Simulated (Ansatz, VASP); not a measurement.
**One calculation of Mn, two programs**

```
Mn
1.0
     2.86256    0.00000    0.00000
     0.00000    2.86256    0.00000
     0.00000    0.00000    5.72513
Mn
4
Direct
  0.00000 0.00000 0.00000
  0.50000 0.50000 0.25000
  0.00000 0.00000 0.50000
  0.50000 0.50000 0.75000
```

Alike in both runs: task single point; functional LDA; k mesh 3 × 3 × 2; non-collinear spin.

|  | VASP | Ansatz |
| --- | --- | --- |
| version | VASP 6.6.1 | Ansatz development build ahead of 0.2.0 |
| potentials or method | VASP PAW LDA potentials, release 64 (Mn_pv) | PAW (an earlier, plane waves, scalar-relativistic |
| plane-wave cutoff (eV) | 520 | 720 |
| occupations | fermi-dirac, width 0.03 eV | fermi-dirac |

VASP gave:

- net moment per atom (μB): 0.24
- size of the moment on the site where the two differ most (μB): 0.24

Which values does Ansatz return?

net moment per atom (μB): 0.45; size of the moment on the site where the two differ most (μB): 1.81.

The net moments are unlike, so the other rows may belong to different states. LDA's correlation is that of Perdew and Zunger in VASP and of Perdew and Wang (1992) in Ansatz. Site moments also hang on the region over which each program counts them. Ansatz's warnings: seeded moment not kept.

The k mesh is coarse, so the values compare programs but aren't converged.
